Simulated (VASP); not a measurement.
# Pb (Fd-3m) in VASP: a series of runs, part 2 of 2

VASP 6.6.1. Earlier steps stand in the parts before.

## Step 3: Single point, LDA (volume scaled by 1.02)

INCAR

```
SYSTEM = Pb
PREC     = Accurate       ! precision mode
ENCUT    = 520            ! plane-wave cutoff, eV
EDIFF    = 1E-6           ! SCF threshold, eV
ISMEAR   = -1             ! smearing method
SIGMA    = 0.05           ! smearing width, eV
LREAL    = .False.        ! projectors in reciprocal space
LASPH    = .True.         ! aspherical terms in the spheres
NELM     = 60             ! most SCF steps
ALGO     = Normal         ! electronic algorithm
ISIF     = 2              ! what is computed and relaxed
LWAVE    = .False.        ! write WAVECAR
LCHARG   = .False.        ! write CHGCAR
NBANDS   = 21             ! bands
```

KPOINTS

```
Automatic mesh
0
Gamma
  7 7 7
  0 0 0
```

POSCAR

```
Pb
1.0
    0.0000000000      3.4617755540      3.4617755540
    3.4617755540      0.0000000000      3.4617755540
    3.4617755540      3.4617755540      0.0000000000
Pb
2
Direct
    0.2500000000      0.2500000000      0.2500000000
    0.0000000000      0.0000000000      0.0000000000
```

Potentials or basis: VASP PAW LDA potentials, release 64 (Pb_d).

Launch:

```bash
> cat potpaw_LDA.64/Pb_d/POTCAR > POTCAR
> mpirun -np 1 vasp_std > vasp.out
```

OUTCAR:

```text
SYSTEM = Pb
   PREC = Accurate
   ENCUT = 520
   EDIFF = 1E-6
   ISMEAR = -1
   LREAL = .False.
   LASPH = .True.
   NELM = 60
   ISIF = 2

 ion  position               nearest neighbor table
   1  0.250  0.250  0.250-   2 3.00   2 3.00   2 3.00   2 3.00
   2  0.000  0.000  0.000-   1 3.00   1 3.00   1 3.00   1 3.00

  LATTYP: Found a face centered cubic cell.
 ALAT       =     6.9235511080

  Lattice vectors:

 A1 = (   0.0000000000,   3.4617755540,   3.4617755540)
 A2 = (   3.4617755540,   0.0000000000,   3.4617755540)
 A3 = (   3.4617755540,   3.4617755540,   0.0000000000)

Analysis of symmetry for initial positions (statically):
=====================================================================
 Subroutine PRICEL returns:
 Original cell was already a primitive cell.

 Routine SETGRP: Setting up the symmetry group for a
 face centered cubic supercell.

 Subroutine GETGRP returns: Found 48 space group operations
 (whereof 24 operations were pure point group operations)
 out of a pool of 48 trial point group operations.

The static configuration has the point symmetry T_d .
 The point group associated with its full space group is O_h .

Analysis of symmetry for dynamics (positions and initial velocities):
=====================================================================
 Subroutine PRICEL returns:
 Original cell was already a primitive cell.

 Routine SETGRP: Setting up the symmetry group for a
 face centered cubic supercell.

 Subroutine GETGRP returns: Found 48 space group operations
 (whereof 24 operations were pure point group operations)
 out of a pool of 48 trial point group operations.

The dynamic configuration has the point symmetry T_d .
 The point group associated with its full space group is O_h .

 Subroutine INISYM returns: Found 48 space group operations
 (whereof 24 operations are pure point group operations),
 and found     1 'primitive' translations

[... 101 lines left out ...]
   NUPDOWN=      -1.0000    fix difference up-down
   EMIN   =  10.00;   EMAX   =-10.00  energy-range for DOS
   EFERMI =   0.00;   METHOD = LEGACY
   ISMEAR =    -1;   SIGMA  =   0.05  broadening in eV -4-tet -1-fermi 0-gaus
   EFERMI_NEDOS =   21; number of points for ismear=-14 and -15
   IALGO  =     38    algorithm
   IMIX   =      4    mixing-type and parameters
     AMIX     =   0.40;   BMIX     =  1.00
     AMIX_MAG =   1.60;   BMIX_MAG =  1.00
  volume/ion in A,a.u.               =      41.49       279.96
  Fermi-wavevector in a.u.,A,eV,Ry     =   1.139774  2.153860 17.675110  1.299084
  Thomas-Fermi vector in A             =   2.276477
   LORBIT       =      0    0 simple, 1 ext, 2 COOP (PROOUT), +10 PAW based schemes
   GGA     = CA    functional components
   LHFCALC =     F    Hartree Fock is set to
   AEXX    =    0.0000 exact exchange contribution
   IVDW    =     0    specifies the selected vdW correction
   LEPSILON=     F    determine dielectric tensor
   LRPA    =     F    only Hartree local field effects (RPA)
 non-spin polarized calculation
  energy-cutoff  :      520.00
  volume of cell :       82.97
 maximum number of plane-waves:      2247
   NGX = 19   NGY = 19   NGZ = 19

 number of electron      27.9999990 magnetization

 Free energy of the ion-electron system (eV)
  ---------------------------------------------------
  ext. energy  EPLUGINS =         0.00000000
  ---------------------------------------------------
  free energy    TOTEN  =        -7.87852208 eV

  energy without entropy =       -7.87238687  energy(sigma->0) =       -7.87545447

 E-fermi :   3.8689     XC(G=0):  -8.6792

 val. band max:        3.8410051153   @ k =  -0.1429   0.1429   0.0000
 cond. band min:       3.8812459025   @ k =   0.1429   0.0000   0.0000
 fundamental gap:      0.0402407872
 Fermi energy:         3.8689163885

 k-point     1 :       0.0000    0.0000    0.0000
  band No.  band energies     occupation
      1     -13.2414      2.00000
      2     -13.2414      2.00000
      3     -13.2414      2.00000
      4     -13.1649      2.00000
      5     -13.1649      2.00000
      6     -12.7539      2.00000
[... 469 lines left out ...]
     20      12.3154      0.00000
     21      13.3899      0.00000

------------------------ aborting loop because EDIFF is reached ----------------------------------------

  FORCE on cell =-STRESS in cart. coord.  units (eV):
  Direction    XX          YY          ZZ          XY          YZ          ZX
  --------------------------------------------------------------------------------------
  -------------------------------------------------------------------------------------
  Total       -0.6885049     -0.6885049     -0.6885049     -0.0000000     -0.0000000     -0.0000000
  in kB      -13.2950787    -13.2950787    -13.2950787     -0.0000000     -0.0000000     -0.0000000
  external PRESSURE =     -13.2950787 kB  Pullay stress =       0.0000000 kB

 VOLUME and BASIS-vectors are now :
 -----------------------------------------------------------------------------
  energy-cutoff  :      520.00
  volume of cell :       82.97
      direct lattice vectors                 reciprocal lattice vectors
     0.000000000  3.461775554  3.461775554    -0.144434552  0.144434552  0.144434552
     3.461775554  0.000000000  3.461775554     0.144434552 -0.144434552  0.144434552
     3.461775554  3.461775554  0.000000000     0.144434552  0.144434552 -0.144434552

 POSITION                                       TOTAL-FORCE (eV/Angst)
 -----------------------------------------------------------------------------------
      1.73089      1.73089      1.73089         0.000000      0.000000      0.000000
      0.00000      0.00000      0.00000        -0.000000     -0.000000     -0.000000
 -----------------------------------------------------------------------------------
    total drift:                                0.000000      0.000000     -0.000000

  FREE ENERGIE OF THE ION-ELECTRON SYSTEM (eV)
  ---------------------------------------------------
  free  energy   TOTEN  =        -7.8785220781 eV

  energy  without entropy=       -7.8723868705  energy(sigma->0) =       -7.87545447
```

OSZICAR:

```text
N       E                     dE             d eps       ncg     rms          rms(c)
DAV:   1     0.292389781015E+03    0.29239E+03   -0.13596E+04   840   0.143E+03
DAV:   2     0.142476787304E+02   -0.27814E+03   -0.27196E+03   845   0.392E+02
DAV:   3    -0.712422056546E+01   -0.21372E+02   -0.21195E+02  1033   0.137E+02
DAV:   4    -0.789623063122E+01   -0.77201E+00   -0.77169E+00   985   0.311E+01
DAV:   5    -0.794232927744E+01   -0.46099E-01   -0.46098E-01  1278   0.672E+00    0.149E+00
DAV:   6    -0.789892700742E+01    0.43402E-01   -0.37980E-02  1200   0.248E+00    0.829E-01
DAV:   7    -0.787858494761E+01    0.20342E-01   -0.31924E-02  1136   0.212E+00    0.146E-01
DAV:   8    -0.787848408259E+01    0.10087E-03   -0.42935E-03  1061   0.812E-01    0.346E-02
DAV:   9    -0.787853527588E+01   -0.51193E-04   -0.35889E-04  1152   0.271E-01    0.232E-02
DAV:  10    -0.787852160660E+01    0.13669E-04   -0.70379E-05  1162   0.129E-01    0.357E-03
DAV:  11    -0.787852207809E+01   -0.47149E-06   -0.37453E-06   861   0.160E-02
   1 F= -.78785221E+01 E0= -.78754545E+01  d E =-.613521E-02
```

Wall time 37 s (1 thread of AMD EPYC 7R13, shared host); peak memory 0.15 GiB.

Results:

```
Free energy            : -7.8785 eV
Pressure               : -1.3 GPa
Band gap on the k mesh : zero (band 14 reaches 4.26 eV, above the bottom of band 15 at 3.18 eV)
```

Caveat: spin-orbit coupling is left out, which moves the levels of the heavy elements.

## Step 4: Single point, LDA (volume scaled by 1.04)

INCAR

```
SYSTEM = Pb
  PREC = Accurate
  ENCUT = 520
  EDIFF = 1E-6
  ISMEAR = -1
  SIGMA = 0.05
  LREAL = .FALSE.
  LASPH = .TRUE.
  NELM = 100
  ALGO = Normal
  ISIF = 2
  LWAVE = .FALSE.
  LCHARG = .FALSE.
  GGA = CA
  NBANDS = 21
```

KPOINTS

```
regular mesh
0
G
  7 7 7
  0 0 0
```

POSCAR

```
Pb
1.0
    0.0000000000      3.4842552460      3.4842552460
    3.4842552460      0.0000000000      3.4842552460
    3.4842552460      3.4842552460      0.0000000000
Pb
2
Direct
    0.2500000000      0.2500000000      0.2500000000
    0.0000000000      0.0000000000      0.0000000000
```

Launch:

```bash
> cat potpaw_LDA.64/Pb_d/POTCAR > POTCAR
> mpirun -np 1 vasp_std > vasp.out
```

It took 42 s on 1 thread of AMD EPYC 7R13, shared host; peak memory 0.17 GiB.

Results (log left out):

```yaml
Free_energy: -7.8637 eV
Pressure: -1.8 GPa
Band_gap_on_the_k_mesh: zero (band 14 reaches 4.08 eV, above the bottom of band 15 at 3.03 eV)
```

Levels at points of the mesh, in eV from the Fermi level:
```
           k point  band 10  band 11  band 12  band 13  band 14  band 15  band 16  band 17  band 18  band 19
(0.00, 0.00, 0.00)   -16.59   -10.93    -4.16     0.38     0.38     0.38     2.36     2.36     2.36     4.01
```

Caveat: spin-orbit coupling is left out, which moves the levels of the heavy elements.

## Step 5: Single point, LDA (volume scaled by 1.06)

INCAR

```
SYSTEM = Pb
PREC = Accurate
ENCUT = 520
EDIFF = 1E-6
ISMEAR = -1
SIGMA = 0.05
LREAL = .False.
LASPH = .True.
NELM = 80
ALGO = Normal
ISIF = 2
LWAVE = .False.
LCHARG = .False.
GGA = CA
NBANDS = 21
```

KPOINTS

```
Automatic mesh
0
Gamma
  7 7 7
  0 0 0
```

POSCAR

```
Pb
1.0
    0.0000000000      3.5064485529      3.5064485529
    3.5064485529      0.0000000000      3.5064485529
    3.5064485529      3.5064485529      0.0000000000
Pb
2
Direct
    0.2500000000      0.2500000000      0.2500000000
    0.0000000000      0.0000000000      0.0000000000
```

Launch:

```bash
> cat potpaw_LDA.64/Pb_d/POTCAR > POTCAR
> mpirun -np 1 vasp_std > vasp.out
```

It took 45 s on 1 thread of AMD EPYC 7R13, shared host; peak memory 0.17 GiB.

Results (log left out):

- Free energy: -7.8440 eV
- Pressure: -2.3 GPa
- Band gap on the k mesh: zero (band 14 reaches 3.91 eV, above the bottom of band 15 at 2.89 eV)

Levels at points of the mesh, in eV from the Fermi level:
| k point | band 12 | band 13 | band 14 | band 15 | band 16 | band 17 |
| --- | --- | --- | --- | --- | --- | --- |
| (0.00, 0.00, 0.00) | -4.26 | 0.38 | 0.38 | 0.38 | 2.35 | 2.35 |

Caveat: spin-orbit coupling is left out, which moves the levels of the heavy elements.

## Step 6: Summary

```csv
cell,gap on the mesh (eV),pressure (GPa)
"a = 4.863 Å, angles 60.0°, 2 atoms",none,-0.7
"a = 4.896 Å, angles 60.0°, 2 atoms",none,-1.3
"a = 4.927 Å, angles 60.0°, 2 atoms",none,-1.8
"a = 4.959 Å, angles 60.0°, 2 atoms",none,-2.3
```

Alike in all rows: task single point; level LDA; potentials or basis VASP PAW LDA potentials, release 64 (Pb_d); no spin polarisation; k mesh 7 × 7 × 7; cutoff (eV) 520; smearing fermi-dirac 0.05 eV.

Caveats: spin-orbit coupling is left out, which moves the levels of the heavy elements.

Absolute energies hang on the potentials; compare differences alone.
